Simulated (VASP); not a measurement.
A run of VASP 6.6.1:

INCAR

```
SYSTEM = KCl
  PREC = Accurate
  ENCUT = 520
  EDIFF = 1E-7
  ISMEAR = -1
  SIGMA = 0.03
  LREAL = .False.
  LASPH = .True.
  NELM = 80
  ALGO = Normal
  ISIF = 2
  LWAVE = .False.
  LCHARG = .False.
  NBANDS = 15
```

KPOINTS

```
Automatic mesh
0
Gamma
  7 7 7
  0 0 0
```

Contents of POSCAR:

```
KCl
1.0
   -0.0315610000      3.1403195000      3.1403195000
    3.1403195000     -0.0315610000      3.1403195000
    3.1403195000      3.1403195000     -0.0315610000
K Cl
1 1
Direct
    0.0000000000      0.0000000000      0.0000000000
    0.5000000000      0.5000000000      0.5000000000
```

Potentials or basis: VASP PAW LDA potentials, release 64 (K_sv, Cl).

The run is started by

```sh
$ cat potpaw_LDA.64/K_sv/POTCAR potpaw_LDA.64/Cl/POTCAR > POTCAR
$ mpirun -np 1 vasp_std > vasp.out
```

Hardware: 1 thread of Intel Xeon 8259CL, with other jobs on the host.

**Question.** Estimate the wall time of this run.

**Answer.** It took 48 s on 1 thread of Intel Xeon 8259CL, with other jobs on the host, peak memory 0.19 GiB. Counts: scf iterations 13, k points 44.
